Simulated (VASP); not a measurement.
# GaSi2S2 (P-3m1) in VASP: further runs

Runs on GaSi2S2. Level: PBE. Tasks: single point.

Program: VASP 6.6.1. These are calculated values, not measurements. Logs are shortened: lines on timing, memory, paths and dates and some standing lists are left out, and cuts for length are marked.

### 1 The cell of the first run

It takes space group P-3m1 (No. 164, trigonal). The conventional cell has a = 3.831 Å, b = 3.831 Å, c = 7.716 Å, α = 90.00°, β = 90.00°, γ = 120.00°. Ga (site symmetry -3m) has 6 S at 2.58 Å within 3.4 Å. Within 2.9 Å of Si (site symmetry 3m) lie 1 S at 2.16 Å and 3 Si at 2.33 Å. Within 2.9 Å of S (site symmetry 3m) lie 1 Si at 2.16 Å and 3 Ga at 2.58 Å.

### 2 Single point, PBE (volume scaled by 0.94, then relaxed in part)

INCAR reads:

```
SYSTEM = GaSi2S2
PREC     = Accurate       ! precision mode
ENCUT    = 500            ! plane-wave cutoff, eV
EDIFF    = 1E-6           ! SCF threshold, eV
ISMEAR   = 0              ! smearing method
SIGMA    = 0.1            ! smearing width, eV
LREAL    = .FALSE.        ! projectors in reciprocal space
LASPH    = .TRUE.         ! aspherical terms in the spheres
NELM     = 120            ! most SCF steps
ALGO     = Normal         ! electronic algorithm
ISIF     = 2              ! what is computed and relaxed
LWAVE    = .FALSE.        ! write WAVECAR
LCHARG   = .FALSE.        ! write CHGCAR
GGA      = PE             ! functional
NBANDS   = 24             ! bands
GGA_COMPAT= .FALSE.
```

KPOINTS reads:

```
regular mesh
0
G
  12 12 4
  0 0 0
```

POSCAR reads:

```
GaSi2S2
1.0
    3.8308238712      0.0000000000      0.0000000000
   -1.9154119356      3.3175907899      0.0000000000
    0.0000000000      0.0000000000      7.7163323213
Ga Si S
1 2 2
Direct
    0.0000000000      0.0000000000      0.0000000000
    0.6666666667      0.3333333333      0.5482003859
    0.3333333333      0.6666666667      0.4517996141
    0.6666666667      0.3333333333      0.8275025296
    0.3333333333      0.6666666667      0.1724974704
```

Potentials or basis: VASP PAW PBE potentials, release 64 (Ga_d, Si, S).

Run with:

```console
cat potpaw_PBE.64/Ga_d/POTCAR potpaw_PBE.64/Si/POTCAR potpaw_PBE.64/S/POTCAR > POTCAR
mpirun -np 1 vasp_std > vasp.out
```

OUTCAR:

```text
SYSTEM = GaSi2S2
   PREC = Accurate
   ENCUT = 500
   EDIFF = 1E-6
   ISMEAR = 0
   LREAL = .FALSE.
   LASPH = .TRUE.
   NELM = 120
   ISIF = 2
   GGA = PE

 ion  position               nearest neighbor table
   1  0.000  0.000  0.000-   4 2.58   5 2.58   4 2.58   5 2.58   4 2.58   5 2.58
   2  0.667  0.333  0.548-   4 2.16   3 2.33   3 2.33   3 2.33
   3  0.333  0.667  0.452-   5 2.16   2 2.33   2 2.33   2 2.33
   4  0.667  0.333  0.828-   2 2.16   1 2.58   1 2.58   1 2.58
   5  0.333  0.667  0.172-   3 2.16   1 2.58   1 2.58   1 2.58

  LATTYP: Found a hexagonal cell.
 ALAT       =     3.8308238712
 C/A-ratio  =     2.0142748873

  Lattice vectors:

 A1 = (   3.8308238712,   0.0000000000,   0.0000000000)
 A2 = (  -1.9154119356,   3.3175907899,   0.0000000000)
 A3 = (   0.0000000000,   0.0000000000,   7.7163323213)

Analysis of symmetry for initial positions (statically):
=====================================================================
 Subroutine PRICEL returns:
 Original cell was already a primitive cell.

 Routine SETGRP: Setting up the symmetry group for a
 hexagonal supercell.

 Subroutine GETGRP returns: Found 12 space group operations
 (whereof 12 operations were pure point group operations)
 out of a pool of 24 trial point group operations.

The static configuration has the point symmetry D_3d.

Analysis of symmetry for dynamics (positions and initial velocities):
=====================================================================
 Subroutine PRICEL returns:
 Original cell was already a primitive cell.

 Routine SETGRP: Setting up the symmetry group for a
 hexagonal supercell.

 Subroutine GETGRP returns: Found 12 space group operations
 (whereof 12 operations were pure point group operations)
 out of a pool of 24 trial point group operations.

The dynamic configuration has the point symmetry D_3d.

 Subroutine INISYM returns: Found 12 space group operations
 (whereof 12 operations are pure point group operations),
 and found     1 'primitive' translations

----------------------------------------------------------------------------------------

                                     Primitive cell

  volume of cell :      98.0677

  direct lattice vectors                    reciprocal lattice vectors
     3.830823871  0.000000000  0.000000000     0.261040453  0.150711776  0.000000000
    -1.915411936  3.317590790  0.000000000     0.000000000  0.301423552  0.000000000
[... 88 lines left out ...]
   LASPH  =      T    aspherical Exc in radial PAW
   ENCUT  =  500.0 eV  36.75 Ry    6.06 a.u.   6.98  6.98 14.07*2*pi/ulx,y,z
   NELM   =    120;   NELMIN=  2; NELMDL= -5     # of ELM steps
   EDIFF  = 0.1E-05   stopping-criterion for ELM
   LREAL  =      F    real-space projection
   EDIFFG = 0.1E-04   stopping-criterion for IOM
   NSW    =      0    number of steps for IOM
   IBRION =     -1    ionic relax: 0-MD 1-quasi-New 2-CG
   NFREE  =      0    steps in history (QN), initial steepest desc. (CG)
   ISIF   =      2    stress and relaxation
   ISYM   =      2    0-nonsym 1-usesym 2-fastsym
   POTIM  = 0.5000    time-step for ionic-motion
   TEBEG  =    0.0;   TEEND  =   0.0 temperature during run
   PSTRESS=    0.0 pullay stress
   NELECT =      33.0000    total number of electrons
   NUPDOWN=      -1.0000    fix difference up-down
   EMIN   =  10.00;   EMAX   =-10.00  energy-range for DOS
   EFERMI =   0.00;   METHOD = LEGACY
   ISMEAR =     0;   SIGMA  =   0.10  broadening in eV -4-tet -1-fermi 0-gaus
   EFERMI_NEDOS =   21; number of points for ismear=-14 and -15
   IALGO  =     38    algorithm
   IMIX   =      4    mixing-type and parameters
     AMIX     =   0.40;   BMIX     =  1.00
     AMIX_MAG =   1.60;   BMIX_MAG =  1.00
  volume/ion in A,a.u.               =      19.61       132.36
  Fermi-wavevector in a.u.,A,eV,Ry     =   1.138686  2.151805 17.641408  1.296607
  Thomas-Fermi vector in A             =   2.275391
   LORBIT       =      0    0 simple, 1 ext, 2 COOP (PROOUT), +10 PAW based schemes
   GGA     = PE    functional components
   LHFCALC =     F    Hartree Fock is set to
   AEXX    =    0.0000 exact exchange contribution
   IVDW    =     0    specifies the selected vdW correction
   LEPSILON=     F    determine dielectric tensor
   LRPA    =     F    only Hartree local field effects (RPA)
 non-spin polarized calculation
 Gauss-broadening in eV      SIGMA  =   0.10
  energy-cutoff  :      500.00
  volume of cell :       98.07
 maximum number of plane-waves:      2505
   NGX = 13   NGY = 13   NGZ = 29

 number of electron      33.0000005 magnetization

 Free energy of the ion-electron system (eV)
  ---------------------------------------------------
  ext. energy  EPLUGINS =         0.00000000
  ---------------------------------------------------
  free energy    TOTEN  =       -23.13791863 eV

  energy without entropy =      -23.12876654  energy(sigma->0) =      -23.13334258

 E-fermi :   6.2914     XC(G=0):  -9.7436

 val. band max:        6.2692404502   @ k =  -0.0833   0.4167   0.2500
 cond. band min:       6.2934090847   @ k =   0.1667   0.0833   0.2500
 fundamental gap:      0.0241686345
 Fermi energy:         6.2914081807

 k-point     1 :       0.0000    0.0000    0.0000
  band No.  band energies     occupation
      1      -9.2270      2.00000
      2      -9.1125      2.00000
      3      -9.1125      2.00000
      4      -9.0463      2.00000
      5      -9.0463      2.00000
      6      -8.9856      2.00000
[... 637 lines left out ...]
     23      10.4334      0.00000
     24      10.7258      0.00000

 [... further k-points ...]
[... 5 lines left out ...]
  --------------------------------------------------------------------------------------
  -------------------------------------------------------------------------------------
  Total        2.3306871      2.3306871      2.1886652      0.0000000      0.0000000      0.0000000
  in kB       38.0775174     38.0775174     35.7572399      0.0000000      0.0000000      0.0000000
  external PRESSURE =      37.3040916 kB  Pullay stress =       0.0000000 kB

 VOLUME and BASIS-vectors are now :
 -----------------------------------------------------------------------------
  energy-cutoff  :      500.00
  volume of cell :       98.07
      direct lattice vectors                 reciprocal lattice vectors
     3.830823871  0.000000000  0.000000000     0.261040453  0.150711776  0.000000000
    -1.915411936  3.317590790  0.000000000     0.000000000  0.301423552  0.000000000
     0.000000000  0.000000000  7.716332321     0.000000000  0.000000000  0.129595248

 POSITION                                       TOTAL-FORCE (eV/Angst)
 -----------------------------------------------------------------------------------
      0.00000      0.00000      0.00000         0.000000      0.000000      0.000000
      1.91541      1.10586      4.23010        -0.000000      0.000000      0.027022
     -0.00000      2.21173      3.48624         0.000000     -0.000000     -0.027022
      1.91541      1.10586      6.38528        -0.000000     -0.000000     -0.043333
     -0.00000      2.21173      1.33105         0.000000      0.000000      0.043333
 -----------------------------------------------------------------------------------
    total drift:                               -0.000000     -0.000000     -0.000000

  FREE ENERGIE OF THE ION-ELECTRON SYSTEM (eV)
  ---------------------------------------------------
  free  energy   TOTEN  =       -23.1379186275 eV

  energy  without entropy=      -23.1287665363  energy(sigma->0) =      -23.13334258
```

Run time: 85 s. Hardware: 1 thread of Intel Xeon Platinum 8559C (Emerald Rapids), shared host; peak memory 0.29 GiB.

What came out:

* Free energy: -23.1379 eV
* Pressure: 3.7 GPa
* Largest force: 0.043 eV/Å

Forces on the atoms (eV/Å):
```
Ga   0.000  0.000  0.000
Si   0.000  0.000  0.027
Si   0.000  0.000 -0.027
S    0.000  0.000 -0.043
S    0.000  0.000  0.043
```

Stress tensor (GPa, compression positive):
```
3.81 0.00 0.00
0.00 3.81 0.00
0.00 0.00 3.58
```

Caveat: the cell differs from its parent crystal (volume scaled by 0.94, then relaxed in part).

### 3 Single point, PBE (volume scaled by 0.97, then relaxed in part)

INCAR reads:

```
PREC = Accurate
ENCUT = 500
EDIFF = 1E-6
ISMEAR = 0
SIGMA = 0.1
LREAL = False
LASPH = True
NELM = 120
ALGO = Normal
ISIF = 2
LWAVE = False
LCHARG = False
GGA = PE
NBANDS = 24
GGA_COMPAT = False
```

KPOINTS reads:

```
regular mesh
0
Gamma
  12 12 4
```

POSCAR reads:

```
GaSi2S2
1.0
    3.8780580283      0.0000000000      0.0000000000
   -1.9390290142      3.3584967698      0.0000000000
    0.0000000000      0.0000000000      7.7698130160
Ga Si S
1 2 2
Direct
    0.0000000000      0.0000000000      0.0000000000
    0.6666666667      0.3333333333      0.5479475005
    0.3333333333      0.6666666667      0.4520524995
    0.6666666667      0.3333333333      0.8263590582
    0.3333333333      0.6666666667      0.1736409418
```

Potentials or basis: VASP PAW PBE potentials, release 64 (Ga_d, Si, S).

Run with:

```console
cat potpaw_PBE.64/Ga_d/POTCAR potpaw_PBE.64/Si/POTCAR potpaw_PBE.64/S/POTCAR > POTCAR
mpirun -np 1 vasp_std > vasp.out
```

It took 2.2 min on 1 thread of Intel Xeon Platinum 8559C (Emerald Rapids), shared host; peak memory 0.3 GiB.

It converged, with:

| Item | Value |
| --- | --- |
| Free energy | -23.1919 eV |
| Pressure | 1.7 GPa |
| Largest force | 0.040 eV/Å |

Forces on the atoms (eV/Å):
```
Ga   0.000  0.000  0.000
Si   0.000  0.000  0.027
Si   0.000  0.000 -0.027
S    0.000  0.000 -0.040
S    0.000  0.000  0.040
```

Stress tensor (GPa, compression positive):
```
1.75 0.00 0.00
0.00 1.75 0.00
0.00 0.00 1.53
```

Levels at points of the mesh, in eV from the Fermi level:
```tsv
k point	band 15	band 16	band 17	band 18	band 19	band 20
(0.00, 0.00, 0.00)	-1.03	-1.03	-0.05	0.32	2.25	2.37
(0.50, 0.00, 0.00)	-2.71	-2.54	-0.42	0.39	1.31	2.49
(0.00, 0.00, 0.50)	-1.54	-1.11	-1.11	0.97	1.73	2.33
(0.50, 0.00, 0.50)	-3.84	-1.52	-0.50	0.44	1.91	3.24
```

Caveat: the cell differs from its parent crystal (volume scaled by 0.97, then relaxed in part).

### 4 Single point, PBE

This run uses another cell than the first one, of 20.86 Å³/atom, 1.064 times its volume.

INCAR reads:

```
SYSTEM = GaSi2S2
  PREC = Accurate
  ENCUT = 500
  EDIFF = 1E-6
  ISMEAR = 0
  SIGMA = 0.1
  LREAL = .False.
  LASPH = .True.
  NELM = 120
  ALGO = Normal
  ISIF = 2
  LWAVE = .False.
  LCHARG = .True.
  GGA = PE
  LELF = .True.
  LVHAR = .True.
  NBANDS = 24
  GGA_COMPAT = .False.
```

KPOINTS reads:

```
regular mesh
0
Gamma
  12 12 4
  0 0 0
```

POSCAR reads:

```
GaSi2S2
1.0
    3.9251281379      0.0000000000      0.0000000000
   -1.9625640690      3.3992606805      0.0000000000
    0.0000000000      0.0000000000      7.8170331426
Ga Si S
1 2 2
Direct
    0.0000000000      0.0000000000      0.0000000000
    0.6666666667      0.3333333333      0.5477285287
    0.3333333333      0.6666666667      0.4522714713
    0.6666666667      0.3333333333      0.8253878134
    0.3333333333      0.6666666667      0.1746121866
```

Run with:

```console
cat potpaw_PBE.64/Ga_d/POTCAR potpaw_PBE.64/Si/POTCAR potpaw_PBE.64/S/POTCAR > POTCAR
mpirun -np 1 vasp_std > vasp.out
```

It took 2.9 min on 1 thread of Intel Xeon Platinum 8559C (Emerald Rapids), shared host; peak memory 0.31 GiB.

The run converged. Its results:

```yaml
Free_energy: -23.2088 eV
Pressure: -0.1 GPa
Largest_force: 0.038 eV/Å
```

Forces on the atoms (eV/Å):
```
Ga   0.000  0.000  0.000
Si   0.000  0.000  0.027
Si   0.000  0.000 -0.027
S    0.000  0.000 -0.038
S    0.000  0.000  0.038
```

Stress tensor (GPa, compression positive):
```
 0.01  0.00  0.00
 0.00  0.01  0.00
 0.00  0.00 -0.20
```

Levels at points of the mesh, in eV from the Fermi level:
| k point | band 14 | band 15 | band 16 | band 17 | band 18 | band 19 | band 20 | band 21 |
| --- | --- | --- | --- | --- | --- | --- | --- | --- |
| (0.00, 0.00, 0.00) | -2.64 | -0.95 | -0.95 | -0.15 | 0.33 | 2.39 | 2.42 | 2.42 |
| (0.50, 0.00, 0.00) | -3.72 | -2.58 | -2.40 | -0.38 | 0.47 | 1.44 | 2.62 | 3.56 |
| (0.00, 0.00, 0.50) | -2.61 | -1.57 | -1.02 | -1.02 | 0.85 | 1.83 | 2.38 | 2.38 |
| (0.50, 0.00, 0.50) | -3.88 | -3.71 | -1.41 | -0.45 | 0.54 | 1.96 | 3.31 | 3.51 |

### 5 Summary

```tsv
cell	gap on the mesh (eV)	pressure (GPa)	largest force (eV/Å)
a = 3.831, b = 3.831, c = 7.716 Å, angles 90.0, 90.0, 120.0°, 5 atoms	none	3.7	0.04
a = 3.878, b = 3.878, c = 7.770 Å, angles 90.0, 90.0, 120.0°, 5 atoms	none	1.7	0.04
a = 3.925, b = 3.925, c = 7.817 Å, angles 90.0, 90.0, 120.0°, 5 atoms	none	-0.1	0.04
```

Alike in all rows: task single point; level PBE; potentials or basis VASP PAW PBE potentials, release 64 (Ga_d, Si, S); no spin polarisation; k mesh 12 × 12 × 4; cutoff (eV) 500; smearing gaussian 0.1 eV.

Absolute energies hang on the potentials; compare differences alone.
